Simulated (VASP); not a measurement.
Wanted: the native input for a VASP 6.6.1 run.

```yaml
Task: single point
Functional: PBE
Potentials_or_basis: VASP PAW PBE potentials, release 64 (B, P)
Cutoff: 520 eV
k_mesh: 6 × 6 × 4
Occupations: gaussian, width 0.1 eV
Spin: no spin polarisation
Dipole_correction: no
Further_INCAR_settings: ALGO = Normal; EDIFF = 1e-06; NBANDS = 20
```

The structure of B2P lies in POSCAR:

```
B2P
1.0
    3.0203330959     -0.0908207601      0.2288170923
    0.1147680245      3.6428779463     -0.0699637877
    1.1386638785      1.3491333910      5.5366801853
B P
4 2
Direct
    0.3453695160      0.2303812912      0.8085063050
    0.9217500602      0.4570160491      0.6567765170
    0.0782499398      0.5429839509      0.3432234830
    0.6546304840      0.7696187088      0.1914936950
    0.8364315044      0.8642218354      0.8262672039
    0.1635684956      0.1357781646      0.1737327961
```

The cell was generated, and may not be a known phase.

These files were run (other wordings do the same):

INCAR

```
ALGO = Normal
EDIFF = 1E-6
ENCUT = 520
GGA = PE
ISIF = 2
ISMEAR = 0
LASPH = T
LCHARG = T
LELF = T
LREAL = F
LVHAR = T
LWAVE = F
NBANDS = 20
NELM = 60
PREC = Accurate
SIGMA = 0.1
```

KPOINTS

```
k-points
0
Gamma
  6 6 4
```

Potentials or basis: VASP PAW PBE potentials, release 64 (B, P).

The run is started by

```bash
$ cat potpaw_PBE.64/B/POTCAR potpaw_PBE.64/P/POTCAR > POTCAR
$ mpirun -np 1 vasp_std > vasp.out
```

It gave:

| Property | Result |
| --- | --- |
| Pressure | -0.3 GPa |
| Largest force | 0.024 eV/Å |
| Band gap on the k mesh | zero (bands 11 and 12 overlap by 1.70 eV) |

It took 110 s on 1 thread of Intel Xeon 8259CL (shared host), peak memory 0.22 GiB.
